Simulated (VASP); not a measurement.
Write the native input for VASP 6.6.1 that does the following.

```
Task                   : single point
Functional             : rev-vdW-DF2
Potentials or basis    : VASP PAW PBE potentials, release 64 (Pb_d)
Cutoff                 : 310 eV
k mesh                 : 13 × 13 × 13
Occupations            : methfessel-paxton of order 2, width 0.1 eV
Spin                   : no spin polarisation
Tolerance level        : standard
Purpose                : energy
Further INCAR settings : ALGO = Normal; EDIFF = 1e-06; NBANDS = 16
```

The structure of Pb lies in POSCAR:

```
Pb
1.0
    0.0000000000      2.4750200000      2.4502698000
    2.4750200000      0.0000000000      2.4502698000
    2.4750200000      2.4750200000      0.0000000000
Pb
1
Direct
    0.0000000000      0.0000000000      0.0000000000
```

This cell differs from its parent crystal: cell strained by -1.0% along z.

These files were run (other wordings do the same):

INCAR

```
SYSTEM = Pb
GGA = MK
LUSE_VDW = .True.
AGGAC = 0.0
PARAM1 = 0.1234
PARAM2 = 0.711357
ZAB_VDW = -1.8867
ISMEAR = 2
SIGMA = 0.1
LWAVE = .False.
LCHARG = .False.
ISIF = 2
PREC = Accurate
LASPH = .True.
LREAL = .False.
ALGO = Normal
EDIFF = 1E-6
NELM = 120
GGA_COMPAT = .False.
ENCUT = 310
NBANDS = 16
```

KPOINTS

```
Automatic mesh
0
Gamma
  13 13 13
  0 0 0
```

Potentials or basis: VASP PAW PBE potentials, release 64 (Pb_d).

The run is started by

```bash
$ cat potpaw_PBE.64/Pb_d/POTCAR > POTCAR
$ mpirun -np 1 vasp_std > vasp.out
```

It gave:

* Pressure: 0.9 GPa
* Band gap on the k mesh: zero (bands 7 and 8 overlap by 9.08 eV)

Caveat: the cell differs from its parent crystal (cell strained by -1.0% along z); the PAW data sets were made with another functional, which shifts forces and pressure a little; spin-orbit coupling is left out, which moves the levels of the heavy elements.

Run time: 21 s on 1 thread of Intel(R) Xeon(R) Platinum 8488C (Sapphire Rapids), on a shared host, peak memory 0.25 GiB.
